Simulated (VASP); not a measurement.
# CdS (Greenockite) (P1) in VASP: a series of runs

The runs below take CdS (Greenockite) through single point, with PBE.

Everything below comes from runs of VASP 6.6.1. Logs are shortened: lines on timing, memory, paths and dates and some standing lists are left out, and cuts for length are marked.

## (1) The cell of the first run

The typed cell holds 4 atoms: a = 3.950 Å, b = 3.918 Å, c = 6.561 Å, α = 91.46°, β = 88.42°, γ = 117.56°.

## (2) Single point, PBE

INCAR

```
SYSTEM = CdS
PREC = Accurate
ENCUT = 500
EDIFF = 1E-6
ISMEAR = 0
SIGMA = 0.01
LREAL = .False.
LASPH = .True.
NELM = 120
ALGO = Normal
ISIF = 2
LWAVE = .False.
LCHARG = .True.
GGA = PE
LELF = .True.
LVHAR = .True.
NBANDS = 26
GGA_COMPAT = .False.
```

KPOINTS

```
Automatic mesh
0
Gamma
  3 3 2
  0 0 0
```

POSCAR

```
CdS
1.0
    3.9487800000      0.0929800000      0.0555100000
   -1.8938700000      3.4297300000     -0.0509700000
    0.0901100000     -0.0435100000      6.5599100000
Cd S
2 2
Direct
    0.3319500000      0.6614700000      0.9972800000
    0.6689300000      0.3368000000      0.5052400000
    0.3359600000      0.6651400000      0.3747800000
    0.6668000000      0.3391200000      0.8764900000
```

Potentials or basis: VASP PAW PBE potentials, release 64 (Cd, S).

Command:

```
$ cat potpaw_PBE.64/Cd/POTCAR potpaw_PBE.64/S/POTCAR > POTCAR
$ mpirun -np 1 vasp_std > vasp.out
```

OUTCAR:

```text
SYSTEM = CdS
   PREC = Accurate
   ENCUT = 500
   EDIFF = 1E-6
   ISMEAR = 0
   LREAL = .False.
   LASPH = .True.
   NELM = 120
   ISIF = 2
   GGA = PE

 ion  position               nearest neighbor table
   1  0.332  0.661  0.997-   4 2.33   4 2.47   3 2.48   4 2.50
   2  0.669  0.337  0.505-   3 2.41   4 2.44   3 2.47   3 2.48
   3  0.336  0.665  0.375-   2 2.41   2 2.47   2 2.48   1 2.48
   4  0.667  0.339  0.876-   1 2.33   2 2.44   1 2.47   1 2.50

  LATTYP: Found a triclinic cell.
 ALAT       =     3.9502645644
 B/A-ratio  =     1.0324003979
 C/A-ratio  =     1.6608186717
 COS(alpha) =     0.0023051502
 COS(beta)  =     0.0276241977
 COS(gamma) =     0.5240275683

  Lattice vectors:

 A1 = (   3.9487800000,   0.0929800000,   0.0555100000)
 A2 = (   2.0549100000,   3.5227100000,   0.0045400000)
 A3 = (   0.0901100000,  -0.0435100000,   6.5599100000)

Analysis of symmetry for initial positions (statically):
=====================================================================
 Subroutine PRICEL returns:
 Original cell was already a primitive cell.

 Routine SETGRP: Setting up the symmetry group for a
 triclinic supercell.

 Subroutine GETGRP returns: Found  1 space group operations
 (whereof  1 operations were pure point group operations)
 out of a pool of  2 trial point group operations.

The static configuration has the point symmetry C_1 .

Analysis of symmetry for dynamics (positions and initial velocities):
=====================================================================
 Subroutine PRICEL returns:
 Original cell was already a primitive cell.

 Routine SETGRP: Setting up the symmetry group for a
 triclinic supercell.

 Subroutine GETGRP returns: Found  1 space group operations
 (whereof  1 operations were pure point group operations)
 out of a pool of  2 trial point group operations.

The dynamic configuration has the point symmetry C_1 .

 Subroutine INISYM returns: Found  1 space group operations
 (whereof  1 operations are pure point group operations),
 and found     1 'primitive' translations

----------------------------------------------------------------------------------------

                                     Primitive cell

  volume of cell :      89.9759

  direct lattice vectors                    reciprocal lattice vectors
     3.948780000  0.092980000  0.055510000     0.250028150  0.138026147 -0.002519016
    -1.893870000  3.429730000 -0.050970000    -0.006805776  0.287839807  0.002002646
     0.090110000 -0.043510000  6.559910000    -0.002168620  0.001068515  0.152477992

  length of vectors
     3.950264564  3.918212525  6.560673147     0.285607491  0.287927219  0.152497156

  position of ions in fractional coordinates (direct lattice)
     0.331950000  0.661470000  0.997280000
     0.668930000  0.336800000  0.505240000
     0.335960000  0.665140000  0.374780000
     0.666800000  0.339120000  0.876490000

  ion indices of the primitive-cell ions
   primitive index   ion index
                 1           1
                 2           2
                 3           3
                 4           4

----------------------------------------------------------------------------------------

 KPOINTS: Automatic mesh

Automatic generation of k-mesh.
 Grid dimensions read from file:
 generate k-points for:    3    3    2

 Generating k-lattice:

  Cartesian coordinates                     Fractional coordinates (reciprocal lattice)
     0.083342717  0.046008716 -0.000839672     0.333333333 -0.000000000  0.000000000
    -0.002268592  0.095946602  0.000667549    -0.000000000  0.333333333  0.000000000
    -0.001084310  0.000534258  0.076238996     0.000000000  0.000000000  0.500000000

  Length of vectors
     0.095202497  0.095975740  0.076248578

  Shift w.r.t. Gamma in fractional coordinates (k-lattice)
     0.000000000  0.000000000  0.000000000

 Subroutine IBZKPT returns following result:
 ===========================================

 Found     10 irreducible k-points:

 Following reciprocal coordinates:
            Coordinates               Weight
  0.000000  0.000000  0.000000      1.000000
  0.333333 -0.000000  0.000000      2.000000
  0.000000  0.333333 -0.000000      2.000000
  0.333333  0.333333 -0.000000      2.000000
 -0.333333  0.333333 -0.000000      2.000000
  0.000000  0.000000  0.500000      1.000000
  0.333333 -0.000000  0.500000      2.000000
  0.000000  0.333333  0.500000      2.000000
  0.333333  0.333333  0.500000      2.000000
 -0.333333  0.333333  0.500000      2.000000
   k-points           NKPTS =     10   k-points in BZ     NKDIM =     10   number of bands    NBANDS=     26
   number of dos      NEDOS =    301   number of ions     NIONS =      4
   total plane-waves  NPLWV =  43200
   dimension x,y,z NGX =    30 NGY =   30 NGZ =   48
   dimension x,y,z NGXF=    60 NGYF=   60 NGZF=   96
   ions per type =               2   2
   NGX,Y,Z   is equivalent  to a cutoff of  12.63, 12.73, 12.16 a.u.
   NGXF,Y,Z  is equivalent  to a cutoff of  25.25, 25.46, 24.33 a.u.
 SYSTEM =  CdS
   PREC   = accura    normal or accurate (medium, high low for compatibility)
   ISTART =      0    job   : 0-new  1-cont  2-samecut
   ICHARG =      2    charge: 1-file 2-atom 10-const
   ISPIN  =      1    spin polarized calculation?
   LNONCOLLINEAR =      F non collinear calculations
   LSORBIT =      F    spin-orbit coupling
   LASPH  =      T    aspherical Exc in radial PAW
   ENCUT  =  500.0 eV  36.75 Ry    6.06 a.u.   7.20  7.14 11.96*2*pi/ulx,y,z
   NELM   =    120;   NELMIN=  2; NELMDL= -5     # of ELM steps
   EDIFF  = 0.1E-05   stopping-criterion for ELM
   LREAL  =      F    real-space projection
   EDIFFG = 0.1E-04   stopping-criterion for IOM
   NSW    =      0    number of steps for IOM
   IBRION =     -1    ionic relax: 0-MD 1-quasi-New 2-CG
   NFREE  =      0    steps in history (QN), initial steepest desc. (CG)
   ISIF   =      2    stress and relaxation
   ISYM   =      2    0-nonsym 1-usesym 2-fastsym
   POTIM  = 0.5000    time-step for ionic-motion
   TEBEG  =    0.0;   TEEND  =   0.0 temperature during run
   PSTRESS=    0.0 pullay stress
   NELECT =      36.0000    total number of electrons
   NUPDOWN=      -1.0000    fix difference up-down
   EMIN   =  10.00;   EMAX   =-10.00  energy-range for DOS
   EFERMI =   0.00;   METHOD = LEGACY
   ISMEAR =     0;   SIGMA  =   0.01  broadening in eV -4-tet -1-fermi 0-gaus
   EFERMI_NEDOS =   21; number of points for ismear=-14 and -15
   IALGO  =     38    algorithm
   IMIX   =      4    mixing-type and parameters
     AMIX     =   0.40;   BMIX     =  1.00
     AMIX_MAG =   1.60;   BMIX_MAG =  1.00
  volume/ion in A,a.u.               =      22.49       151.80
  Fermi-wavevector in a.u.,A,eV,Ry     =   1.206332  2.279638 19.799711  1.455238
  Thomas-Fermi vector in A             =   2.342003
   LORBIT       =      0    0 simple, 1 ext, 2 COOP (PROOUT), +10 PAW based schemes
   GGA     = PE    functional components
   LHFCALC =     F    Hartree Fock is set to
   AEXX    =    0.0000 exact exchange contribution
   IVDW    =     0    specifies the selected vdW correction
   LEPSILON=     F    determine dielectric tensor
   LRPA    =     F    only Hartree local field effects (RPA)
 non-spin polarized calculation
 Gauss-broadening in eV      SIGMA  =   0.01
  energy-cutoff  :      500.00
  volume of cell :       89.98
 maximum number of plane-waves:      2293
 NGX is ok and might be reduce to    30
   NGX = 15   NGY = 15   NGZ = 23

 number of electron      36.0000008 magnetization

 Free energy of the ion-electron system (eV)
  ---------------------------------------------------
  ext. energy  EPLUGINS =         0.00000000
  ---------------------------------------------------
  free energy    TOTEN  =       -11.55809761 eV

  energy without entropy =      -11.55809761  energy(sigma->0) =      -11.55809761

 E-fermi :   2.4509     XC(G=0):  -9.5939

 val. band max:        2.3700283955   @ k =   0.0000   0.0000   0.0000
 cond. band min:       3.6651400515   @ k =   0.0000   0.0000   0.0000
 fundamental gap:      1.2951116559
 Fermi energy:         2.4508896827

 k-point     1 :       0.0000    0.0000    0.0000
  band No.  band energies     occupation
      1     -10.8158      2.00000
      2     -10.2320      2.00000
      3      -6.0120      2.00000
      4      -5.9312      2.00000
      5      -5.9114      2.00000
      6      -5.7620      2.00000
[... 18 lines left out ...]
     25      10.0937      0.00000
     26      10.4099      0.00000

 k-point     2 :       0.3333   -0.0000    0.0000
  band No.  band energies     occupation
      1     -10.4750      2.00000
      2     -10.0792      2.00000
      3      -5.8725      2.00000
      4      -5.8262      2.00000
      5      -5.6513      2.00000
      6      -5.5840      2.00000
[... 18 lines left out ...]
     25      10.5918      0.00000
     26      11.2308      0.00000

 k-point     3 :       0.0000    0.3333   -0.0000
  band No.  band energies     occupation
      1     -10.4739      2.00000
      2     -10.0750      2.00000
      3      -5.8799      2.00000
      4      -5.8469      2.00000
      5      -5.6482      2.00000
      6      -5.5864      2.00000
[... 18 lines left out ...]
     25      10.5949      0.00000
     26      11.2438      0.00000

 k-point     4 :       0.3333    0.3333   -0.0000
  band No.  band energies     occupation
      1     -10.2709      2.00000
      2     -10.0111      2.00000
      3      -5.8557      2.00000
      4      -5.6603      2.00000
      5      -5.5731      2.00000
      6      -5.4968      2.00000
[... 18 lines left out ...]
     25      11.1100      0.00000
     26      11.6129      0.00000
[... 90 lines left out ...]
      1     -10.3954      2.00000
      2     -10.1301      2.00000
      3      -5.8570      2.00000
      4      -5.7987      2.00000
      5      -5.7372      2.00000
      6      -5.6328      2.00000
[... 18 lines left out ...]
     25      10.6282      0.00000
     26      10.7940      0.00000

 k-point     9 :       0.3333    0.3333    0.5000
  band No.  band energies     occupation
      1     -10.2570      2.00000
      2      -9.9969      2.00000
      3      -5.7481      2.00000
      4      -5.6871      2.00000
      5      -5.6661      2.00000
      6      -5.6006      2.00000
[... 18 lines left out ...]
     25      11.5946      0.00000
     26      11.6358      0.00000

 k-point    10 :      -0.3333    0.3333    0.5000
  band No.  band energies     occupation
      1     -10.3635      2.00000
      2     -10.1079      2.00000
      3      -5.7865      2.00000
      4      -5.7333      2.00000
      5      -5.6713      2.00000
      6      -5.6010      2.00000
[... 18 lines left out ...]
     25      10.3038      0.00000
     26      10.3669      0.00000

------------------------ aborting loop because EDIFF is reached ----------------------------------------

  FORCE on cell =-STRESS in cart. coord.  units (eV):
  Direction    XX          YY          ZZ          XY          YZ          ZX
  --------------------------------------------------------------------------------------
  -------------------------------------------------------------------------------------
  Total        8.5113845      6.2000639      5.9413017     -1.8904862      0.3861799     -0.6009490
  in kB      151.5600357    110.4029444    105.7952312    -33.6634008      6.8766068    -10.7009445
  external PRESSURE =     122.5860704 kB  Pullay stress =       0.0000000 kB

 VOLUME and BASIS-vectors are now :
 -----------------------------------------------------------------------------
  energy-cutoff  :      500.00
  volume of cell :       89.98
      direct lattice vectors                 reciprocal lattice vectors
     3.948780000  0.092980000  0.055510000     0.250028150  0.138026147 -0.002519016
    -1.893870000  3.429730000 -0.050970000    -0.006805776  0.287839807  0.002002646
     0.090110000 -0.043510000  6.559910000    -0.002168620  0.001068515  0.152477992

 POSITION                                       TOTAL-FORCE (eV/Angst)
 -----------------------------------------------------------------------------------
      0.14792      2.25614      6.52678        -0.956171      0.615676      0.481721
      2.04913      1.19535      3.33429         0.336012     -0.191161     -0.113937
      0.10071      2.29618      2.44327        -0.404350      0.228233     -0.188016
      2.06978      1.18695      5.76942         1.024509     -0.652748     -0.179767
 -----------------------------------------------------------------------------------
    total drift:                                0.000115      0.000085     -0.000643

  FREE ENERGIE OF THE ION-ELECTRON SYSTEM (eV)
  ---------------------------------------------------
  free  energy   TOTEN  =       -11.5580976112 eV

  energy  without entropy=      -11.5580976112  energy(sigma->0) =      -11.55809761
```

It took 42 s on 1 thread of Intel Xeon 8259CL, shared host; peak memory 0.19 GiB.

What came out:

```yaml
Free_energy: -11.5581 eV
Pressure: 12.3 GPa
Largest_force: 1.235 eV/Å
Band_gap_on_the_k_mesh: 1.30 eV, direct
```

Forces on the atoms (eV/Å):
```
Cd  -0.956  0.616  0.482
Cd   0.336 -0.191 -0.114
S   -0.404  0.228 -0.188
S    1.025 -0.653 -0.180
```

Caveat: the k points lie up to 0.60 Å⁻¹ apart; forces of over 1 eV/Å act on the atoms, so gaps and moduli don't describe the material at rest.

## (3) Single point, PBE

INCAR

```
  PREC = Accurate
  ENCUT = 500
  EDIFF = 1E-6
  ISMEAR = 0
  SIGMA = 0.01
  LREAL = F
  LASPH = T
  NELM = 120
  ALGO = Normal
  ISIF = 2
  LWAVE = F
  LCHARG = T
  GGA = PE
  LELF = T
  LVHAR = T
  NBANDS = 26
  GGA_COMPAT = F
```

KPOINTS

```
Automatic mesh
0
Gamma
  3 3 2
```

POSCAR is that of step 2.

Potentials or basis: VASP PAW PBE potentials, release 64 (Cd, S).

Command:

```
$ cat potpaw_PBE.64/Cd/POTCAR potpaw_PBE.64/S/POTCAR > POTCAR
$ mpirun -np 1 vasp_std > vasp.out
```

OUTCAR:

```text
PREC = Accurate
   ENCUT = 500
   EDIFF = 1E-6
   ISMEAR = 0
   LREAL = F
   LASPH = T
   NELM = 120
   ISIF = 2
   GGA = PE

 ion  position               nearest neighbor table
   1  0.332  0.661  0.997-   4 2.33   4 2.47   3 2.48   4 2.50
   2  0.669  0.337  0.505-   3 2.41   4 2.44   3 2.47   3 2.48
   3  0.336  0.665  0.375-   2 2.41   2 2.47   2 2.48   1 2.48
   4  0.667  0.339  0.876-   1 2.33   2 2.44   1 2.47   1 2.50

  LATTYP: Found a triclinic cell.
 ALAT       =     3.9502645644
[... 474 lines left out ...]

  FORCE on cell =-STRESS in cart. coord.  units (eV):
  Direction    XX          YY          ZZ          XY          YZ          ZX
  --------------------------------------------------------------------------------------
  -------------------------------------------------------------------------------------
  Total        8.5113845      6.2000639      5.9413017     -1.8904862      0.3861799     -0.6009490
  in kB      151.5600357    110.4029444    105.7952312    -33.6634008      6.8766068    -10.7009445
  external PRESSURE =     122.5860704 kB  Pullay stress =       0.0000000 kB

 VOLUME and BASIS-vectors are now :
 -----------------------------------------------------------------------------
  energy-cutoff  :      500.00
  volume of cell :       89.98
      direct lattice vectors                 reciprocal lattice vectors
     3.948780000  0.092980000  0.055510000     0.250028150  0.138026147 -0.002519016
    -1.893870000  3.429730000 -0.050970000    -0.006805776  0.287839807  0.002002646
     0.090110000 -0.043510000  6.559910000    -0.002168620  0.001068515  0.152477992

 POSITION                                       TOTAL-FORCE (eV/Angst)
 -----------------------------------------------------------------------------------
      0.14792      2.25614      6.52678        -0.956171      0.615676      0.481721
      2.04913      1.19535      3.33429         0.336012     -0.191161     -0.113937
      0.10071      2.29618      2.44327        -0.404350      0.228233     -0.188016
      2.06978      1.18695      5.76942         1.024509     -0.652748     -0.179767
 -----------------------------------------------------------------------------------
    total drift:                                0.000115      0.000085     -0.000643

  FREE ENERGIE OF THE ION-ELECTRON SYSTEM (eV)
  ---------------------------------------------------
  free  energy   TOTEN  =       -11.5580976112 eV

  energy  without entropy=      -11.5580976112  energy(sigma->0) =      -11.55809761
```

OSZICAR:

```text
N       E                     dE             d eps       ncg     rms          rms(c)
DAV:   1     0.252777856080E+03    0.25278E+03   -0.17601E+04   520   0.126E+03
DAV:   2     0.477747879507E+00   -0.25230E+03   -0.24351E+03   574   0.325E+02
DAV:   3    -0.125856698259E+02   -0.13063E+02   -0.12996E+02   630   0.747E+01
DAV:   4    -0.127112897732E+02   -0.12562E+00   -0.12554E+00   590   0.718E+00
DAV:   5    -0.127132039872E+02   -0.19142E-02   -0.19141E-02   644   0.871E-01    0.145E+01
DAV:   6    -0.115938558155E+02    0.11193E+01   -0.18753E+00   692   0.156E+01    0.110E+01
DAV:   7    -0.115730197924E+02    0.20836E-01   -0.10870E+00   536   0.570E+00    0.390E+00
DAV:   8    -0.115582667849E+02    0.14753E-01   -0.15933E-01   560   0.413E+00    0.829E-01
DAV:   9    -0.115579714288E+02    0.29536E-03   -0.21843E-02   556   0.195E+00    0.251E-01
DAV:  10    -0.115579418296E+02    0.29599E-04   -0.18503E-03   614   0.536E-01    0.104E-01
DAV:  11    -0.115580673511E+02   -0.12552E-03   -0.33869E-04   548   0.124E-01    0.377E-02
DAV:  12    -0.115580934584E+02   -0.26107E-04   -0.15737E-04   614   0.135E-01    0.238E-02
DAV:  13    -0.115580974241E+02   -0.39657E-05   -0.42821E-05   548   0.733E-02    0.610E-03
DAV:  14    -0.115580976112E+02   -0.18712E-06   -0.40875E-06   622   0.111E-02
   1 F= -.11558098E+02 E0= -.11558098E+02  d E =-.125777E-31
```

Run time: 44 s. Hardware: 1 thread of Intel Xeon 8259CL, shared host; peak memory 0.19 GiB.

What came out:

- Free energy: -11.5581 eV
- Pressure: 12.3 GPa
- Largest force: 1.235 eV/Å
- Band gap on the k mesh: 1.30 eV, direct

Forces on the atoms (eV/Å):
```
Cd  -0.956  0.616  0.482
Cd   0.336 -0.191 -0.114
S   -0.404  0.228 -0.188
S    1.025 -0.653 -0.180
```

Caveat: the k points lie up to 0.60 Å⁻¹ apart; forces of over 1 eV/Å act on the atoms, so gaps and moduli don't describe the material at rest.
